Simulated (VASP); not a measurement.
# ZrH (P4_2/mmc) in VASP: further runs

The runs below take ZrH through electric field gradients, with r2SCAN.

All numbers are computed with VASP 6.6.1; they aren't measurements. Logs are shortened: lines on timing, memory, paths and dates and some standing lists are left out, and cuts for length are marked.

## (1) The cell of the first run

It takes space group P4_2/mmc (No. 131, tetragonal). Conventional cell: a = 3.236 Å, b = 3.236 Å, c = 5.001 Å, α = 90.00°, β = 90.00°, γ = 90.00°. Zr (site symmetry mmm) has 4 H at 2.04 Å within 2.7 Å. H (site symmetry -4m2) has 4 Zr at 2.04 Å and 2 H at 2.50 Å within 2.7 Å.

## (2) Electric field gradients, r2SCAN

The input, POSCAR:

```
ZrH
1.0
    3.2355806758      0.0000000000      0.0000000000
    0.0000000000      3.2355806758      0.0000000000
    0.0000000000      0.0000000000      5.0014745703
Zr H
2 2
Direct
    0.0000000000      0.5000000000      0.5000000000
    0.5000000000      0.0000000000      0.0000000000
    0.5000000000      0.5000000000      0.2500000000
    0.5000000000      0.5000000000      0.7500000000
```

The input, INCAR.step1:

```
SYSTEM = ZrH
PREC = Accurate
ENCUT = 520
ISMEAR = -1
SIGMA = 0.08
LREAL = .FALSE.
LASPH = .TRUE.
NELM = 100
NBANDS = 21
GGA = PE
ALGO = Normal
EDIFF = 1E-4
LWAVE = .TRUE.
LCHARG = .FALSE.
```

The input, INCAR.step2:

```
SYSTEM = ZrH
PREC = Accurate
ENCUT = 520
EDIFF = 1E-8
ISMEAR = -1
SIGMA = 0.08
LREAL = .FALSE.
LASPH = .TRUE.
NELM = 100
ALGO = Normal
ISIF = 2
LWAVE = .FALSE.
LCHARG = .FALSE.
METAGGA = R2SCAN
LMIXTAU = .TRUE.
LEFG = .TRUE.
NBANDS = 21
ISTART = 1
```

The input, KPOINTS:

```
Automatic mesh
0
G
  10 10 7
  0 0 0
```

Potentials or basis: VASP PAW PBE potentials, release 64 (Zr_sv, H).

Run with:

```
cat potpaw_PBE.64/Zr_sv/POTCAR potpaw_PBE.64/H/POTCAR > POTCAR
cp INCAR.step1 INCAR
mpirun -np 1 vasp_std > vasp.out
cp INCAR.step2 INCAR
mpirun -np 1 vasp_std > vasp.out
```

OUTCAR:

```text
SYSTEM = ZrH
   PREC = Accurate
   ENCUT = 520
   EDIFF = 1E-8
   ISMEAR = -1
   LREAL = .FALSE.
   LASPH = .TRUE.
   NELM = 100
   ISIF = 2
   METAGGA = R2SCAN
   ISTART = 1

 ion  position               nearest neighbor table
   1  0.000  0.500  0.500-   3 2.04   4 2.04   3 2.04   4 2.04   2 3.39   2 3.39   2 3.39   2 3.39
                             2 3.39   2 3.39   2 3.39   2 3.39
   2  0.500  0.000  0.000-   3 2.04   4 2.04   3 2.04   4 2.04   1 3.39   1 3.39   1 3.39   1 3.39
                             1 3.39   1 3.39   1 3.39   1 3.39
   3  0.500  0.500  0.250-   1 2.04   2 2.04   2 2.04   1 2.04
   4  0.500  0.500  0.750-   1 2.04   2 2.04   2 2.04   1 2.04

  LATTYP: Found a simple tetragonal cell.
 ALAT       =     3.2355806758
 C/A-ratio  =     1.5457734087

  Lattice vectors:

 A1 = (   3.2355806758,   0.0000000000,   0.0000000000)
 A2 = (   0.0000000000,   3.2355806758,   0.0000000000)
 A3 = (   0.0000000000,   0.0000000000,   5.0014745703)

Analysis of symmetry for initial positions (statically):
=====================================================================
 Subroutine PRICEL returns:
 Original cell was already a primitive cell.

 Routine SETGRP: Setting up the symmetry group for a
 simple tetragonal supercell.

 Subroutine GETGRP returns: Found 16 space group operations
 (whereof  8 operations were pure point group operations)
 out of a pool of 16 trial point group operations.

The static configuration has the point symmetry D_2h.
 The point group associated with its full space group is D_4h.

Analysis of symmetry for dynamics (positions and initial velocities):
=====================================================================
 Subroutine PRICEL returns:
 Original cell was already a primitive cell.

 Routine SETGRP: Setting up the symmetry group for a
 simple tetragonal supercell.

 Subroutine GETGRP returns: Found 16 space group operations
 (whereof  8 operations were pure point group operations)
 out of a pool of 16 trial point group operations.

The dynamic configuration has the point symmetry D_2h.
 The point group associated with its full space group is D_4h.

 Subroutine INISYM returns: Found 16 space group operations
 (whereof  8 operations are pure point group operations),
 and found     1 'primitive' translations

----------------------------------------------------------------------------------------

                                     Primitive cell

  volume of cell :      52.3603

  direct lattice vectors                    reciprocal lattice vectors
     3.235580676  0.000000000  0.000000000     0.309063535  0.000000000  0.000000000
     0.000000000  3.235580676  0.000000000     0.000000000  0.309063535  0.000000000
     0.000000000  0.000000000  5.001474570     0.000000000  0.000000000  0.199941035

  length of vectors
     3.235580676  3.235580676  5.001474570     0.309063535  0.309063535  0.199941035

  position of ions in fractional coordinates (direct lattice)
     0.000000000  0.500000000  0.500000000
     0.500000000  0.000000000  0.000000000
     0.500000000  0.500000000  0.250000000
     0.500000000  0.500000000  0.750000000

  ion indices of the primitive-cell ions
   primitive index   ion index
                 1           1
                 2           2
                 3           3
                 4           4

----------------------------------------------------------------------------------------

 KPOINTS: Automatic mesh

Automatic generation of k-mesh.
 Grid dimensions read from file:
 generate k-points for:   10   10    7

 Generating k-lattice:

  Cartesian coordinates                     Fractional coordinates (reciprocal lattice)
     0.030906353  0.000000000  0.000000000     0.100000000  0.000000000  0.000000000
[... 44 lines left out ...]
   dimension x,y,z NGX =    24 NGY =   24 NGZ =   40
   dimension x,y,z NGXF=    48 NGYF=   48 NGZF=   80
   ions per type =               2   2
   NGX,Y,Z   is equivalent  to a cutoff of  12.33, 12.33, 13.30 a.u.
   NGXF,Y,Z  is equivalent  to a cutoff of  24.66, 24.66, 26.59 a.u.
 SYSTEM =  ZrH
   PREC   = accura    normal or accurate (medium, high low for compatibility)
   ISTART =      1    job   : 0-new  1-cont  2-samecut
   ICHARG =      0    charge: 1-file 2-atom 10-const
   ISPIN  =      1    spin polarized calculation?
   LNONCOLLINEAR =      F non collinear calculations
   LSORBIT =      F    spin-orbit coupling
   LASPH  =      T    aspherical Exc in radial PAW
   ENCUT  =  520.0 eV  38.22 Ry    6.18 a.u.   6.02  6.02  9.30*2*pi/ulx,y,z
   NELM   =    100;   NELMIN=  2; NELMDL=  0     # of ELM steps
   EDIFF  = 0.1E-07   stopping-criterion for ELM
   LREAL  =      F    real-space projection
   EDIFFG = 0.1E-06   stopping-criterion for IOM
   NSW    =      0    number of steps for IOM
   IBRION =     -1    ionic relax: 0-MD 1-quasi-New 2-CG
   NFREE  =      0    steps in history (QN), initial steepest desc. (CG)
   ISIF   =      2    stress and relaxation
   ISYM   =      2    0-nonsym 1-usesym 2-fastsym
   POTIM  = 0.5000    time-step for ionic-motion
   TEBEG  =    0.0;   TEEND  =   0.0 temperature during run
   PSTRESS=    0.0 pullay stress
   NELECT =      26.0000    total number of electrons
   NUPDOWN=      -1.0000    fix difference up-down
   EMIN   =  10.00;   EMAX   =-10.00  energy-range for DOS
   EFERMI =   0.00;   METHOD = LEGACY
   ISMEAR =    -1;   SIGMA  =   0.08  broadening in eV -4-tet -1-fermi 0-gaus
   EFERMI_NEDOS =   21; number of points for ismear=-14 and -15
   IALGO  =     38    algorithm
   IMIX   =      4    mixing-type and parameters
     AMIX     =   0.40;   BMIX     =  1.00
     AMIX_MAG =   1.60;   BMIX_MAG =  1.00
  volume/ion in A,a.u.               =      13.09        88.34
  Fermi-wavevector in a.u.,A,eV,Ry     =   1.296378  2.449800 22.865908  1.680597
  Thomas-Fermi vector in A             =   2.427838
   LORBIT       =      0    0 simple, 1 ext, 2 COOP (PROOUT), +10 PAW based schemes
   METAGGA = R2SCAN    functional components
   LHFCALC =     F    Hartree Fock is set to
   AEXX    =    0.0000 exact exchange contribution
   IVDW    =     0    specifies the selected vdW correction
   LEPSILON=     F    determine dielectric tensor
   LRPA    =     F    only Hartree local field effects (RPA)
 non-spin polarized calculation
  energy-cutoff  :      520.00
  volume of cell :       52.36
 maximum number of plane-waves:      1432
   NGX = 13   NGY = 13   NGZ = 19

 number of electron      25.9999998 magnetization

 Free energy of the ion-electron system (eV)
  ---------------------------------------------------
  ext. energy  EPLUGINS =         0.00000000
  ---------------------------------------------------
  free energy    TOTEN  =       -54.40772673 eV

  energy without entropy =      -54.36949128  energy(sigma->0) =      -54.38860900

 E-fermi :   8.2454     XC(G=0): -11.8206

 val. band max:        8.2299947256   @ k =   0.5000   0.1000   0.4286
 cond. band min:       8.2529184863   @ k =   0.3000   0.2000   0.4286
 fundamental gap:      0.0229237607
 Fermi energy:         8.2454252504

 k-point     1 :       0.0000    0.0000    0.0000
  band No.  band energies     occupation
      1     -42.4709      2.00000
      2     -42.3627      2.00000
      3     -20.1429      2.00000
      4     -19.6288      2.00000
      5     -19.6288      2.00000
      6     -19.4347      2.00000
[... 565 lines left out ...]
     20      13.1414      0.00000
     21      15.5776      0.00000

 [... further k-points ...]

------------------------ aborting loop because EDIFF is reached ----------------------------------------

  FORCE on cell =-STRESS in cart. coord.  units (eV):
  Direction    XX          YY          ZZ          XY          YZ          ZX
  --------------------------------------------------------------------------------------
  -------------------------------------------------------------------------------------
  Total        0.1600704      0.1600704     -0.1713014      0.0000000      0.0000000      0.0000000
  in kB        4.8980042      4.8980042     -5.2416621      0.0000000      0.0000000      0.0000000
  external PRESSURE =       1.5181154 kB  Pullay stress =       0.0000000 kB

 VOLUME and BASIS-vectors are now :
 -----------------------------------------------------------------------------
  energy-cutoff  :      520.00
  volume of cell :       52.36
      direct lattice vectors                 reciprocal lattice vectors
     3.235580676  0.000000000  0.000000000     0.309063535  0.000000000  0.000000000
     0.000000000  3.235580676  0.000000000     0.000000000  0.309063535  0.000000000
     0.000000000  0.000000000  5.001474570     0.000000000  0.000000000  0.199941035

 POSITION                                       TOTAL-FORCE (eV/Angst)
 -----------------------------------------------------------------------------------
      0.00000      1.61779      2.50074        -0.000000     -0.000000      0.000000
      1.61779      0.00000      0.00000        -0.000000     -0.000000      0.000000
      1.61779      1.61779      1.25037         0.000000     -0.000000     -0.000000
      1.61779      1.61779      3.75111        -0.000000      0.000000     -0.000000
 -----------------------------------------------------------------------------------
    total drift:                                0.000000      0.000000     -0.000000

  FREE ENERGIE OF THE ION-ELECTRON SYSTEM (eV)
  ---------------------------------------------------
  free  energy   TOTEN  =       -54.4077267298 eV

  energy  without entropy=      -54.3694912782  energy(sigma->0) =      -54.38860900

 Electric field gradients (V/A^2)
---------------------------------------------------------------------
 ion       V_xx      V_yy      V_zz      V_xy      V_xz      V_yz
---------------------------------------------------------------------
   1     -35.158    69.207   -34.050    -0.000     0.000     0.000
   2      69.207   -35.158   -34.050    -0.000    -0.000     0.000
   3      -0.504    -0.504     1.009    -0.000     0.000     0.000
   4      -0.504    -0.504     1.009    -0.000     0.000     0.000
---------------------------------------------------------------------

 Electric field gradients after diagonalization (V/A^2)
 (convention: |V_zz| > |V_xx| > |V_yy|)
----------------------------------------------------------------------
 ion       V_xx      V_yy      V_zz     asymmetry (V_yy - V_xx)/ V_zz
----------------------------------------------------------------------
   1     -35.158   -34.050    69.207       0.016
   2     -35.158   -34.050    69.207       0.016
   3      -0.504    -0.504     1.009       0.000
   4      -0.504    -0.504     1.009       0.000
----------------------------------------------------------------------

           NMR quadrupolar parameters

 Cq : quadrupolar parameter    Cq=e*Q*V_zz/h
 eta: asymmetry parameters     (V_yy - V_xx)/ V_zz
 Q  : nuclear electric quadrupole moment in mb (millibarn)
----------------------------------------------------------------------
 ion       Cq(MHz)       eta       Q (mb)
----------------------------------------------------------------------
   1       0.167       0.016       1.000
   2       0.167       0.016       1.000
   3       0.002       0.000       1.000
   4       0.002       0.000       1.000
----------------------------------------------------------------------
```

Run time: 4.2 min. Hardware: 1 thread of AMD EPYC 7R13 (Zen 3), shared host; peak memory 0.19 GiB.

Results:

```
Free energy                             : -54.4077 eV
Pressure                                : 0.2 GPa
Band gap on the k mesh                  : zero (bands 13 and 14 overlap by 0.73 eV)
Largest electric field gradient by atom : Zr +69.2; H +1.0 V/Å²
```

Stress tensor (GPa, compression positive):
```
 0.49  0.00  0.00
 0.00  0.49  0.00
 0.00  0.00 -0.52
```

Electric field gradients, principal values (V/Å²):
| atom | least | middle | greatest (by size) |
| --- | --- | --- | --- |
| 1 Zr | -34.050 | -35.158 | 69.207 |
| 2 Zr | -34.050 | -35.158 | 69.207 |
| 3 H | -0.504 | -0.504 | 1.009 |
| 4 H | -0.504 | -0.504 | 1.009 |

Caveat: without QUAD_EFG the Cq values of the log hold for a quadrupole moment of 1 mb, not for the nuclei; the PAW data sets were made with another functional, which shifts forces and pressure a little.

(Continued in part 2 of 2.)
